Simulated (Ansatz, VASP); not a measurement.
## AlAs in VASP and in Ansatz

```xyz
2
Lattice="0.0000 2.8640 2.8640 2.8640 0.0000 2.8640 2.8640 2.8640 0.0000" Properties=species:S:1:pos:R:3 pbc="T T T"
Al    0.0000    0.0000    0.0000
As    4.2959    4.2959    4.2959
```

Alike in both runs: functional PBE; k mesh 8 × 8 × 8; occupations gaussian, width 0.02 eV; no spin polarisation.

Ansatz relaxed the structure, and its values are those at the end. VASP's run is a single point on that final structure, the one shown.

|  | VASP | Ansatz |
| --- | --- | --- |
| version | VASP 6.6.1 | Ansatz 0.2.0 |
| potentials or method | VASP PAW PBE potentials, release 64 (Al, As), cutoff 500 eV | scalar-relativistic, plane waves, PAW |
| valence electrons in the cell | 8 | 18 |

Ansatz gave:

- gap on the k mesh at the Fermi level (eV): 1.50
- least direct gap on the mesh (eV): 1.78
- pressure (GPa): 0.0

Which values does VASP return?

gap on the k mesh at the Fermi level (eV): 1.49; least direct gap on the mesh (eV): 1.78; pressure (GPa): 0.2.

VASP's potentials hold 8 valence electrons a cell and Ansatz's 18, so a difference there can come from the potentials and not from the codes.
